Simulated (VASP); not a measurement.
Write the native input for VASP 6.6.1 that does the following.

| Item | Value |
| --- | --- |
| Task | single point |
| Functional | PBE |
| Potentials or basis | VASP PAW PBE potentials, release 64 (Ni, O) |
| Cutoff | 520 eV |
| k mesh | 18 × 18 × 18 |
| Occupations | gaussian, width 0.1 eV |
| Spin | collinear spin, ferromagnetic start |
| Starting moments | [1.62, 0.33] μB |
| Dipole correction | no |
| Further INCAR settings | ALGO = Normal; EDIFF = 1e-07; NBANDS = 19 |

The structure of NiO lies in POSCAR:

```
NiO
1.0
    0.0000000000      2.1081636304      2.1081636304
    2.1081636304      0.0000000000      2.1081636304
    2.1081636304      2.1081636304      0.0000000000
Ni O
1 1
Direct
    0.0000000000      0.0000000000      0.0000000000
    0.5000000000      0.5000000000      0.5000000000
```

The input as run:

INCAR

```
  PREC = Accurate
  ENCUT = 520
  EDIFF = 1E-7
  ISMEAR = 0
  SIGMA = 0.1
  LREAL = False
  LASPH = True
  NELM = 150
  ALGO = Normal
  ISIF = 2
  LWAVE = False
  LCHARG = False
  ISPIN = 2
  MAGMOM = 1.62 0.33
  LORBIT = 11
  LMAXMIX = 4
  GGA = PE
  NBANDS = 19
```

KPOINTS

```
Automatic mesh
0
Gamma
  18 18 18
```

Potentials or basis: VASP PAW PBE potentials, release 64 (Ni, O).

The run is started by

```sh
$ cat potpaw_PBE.64/Ni/POTCAR potpaw_PBE.64/O/POTCAR > POTCAR
$ mpirun -np 1 vasp_std > vasp.out
```

It gave:

```json
{"Pressure": "-0.4 GPa", "Net moment": "1.77 μB per cell", "Site moments": "Ni +1.45; O +0.27 μB", "Valence electrons inside the program's atomic spheres": "Ni 8.93; O 4.97"}
```

Caveat: a cell with one magnetic atom can't hold antiferromagnetic order, which such compounds often take.

It took 3.9 min on 1 thread of Intel Xeon 8259CL, on a shared host, peak memory 0.23 GiB.
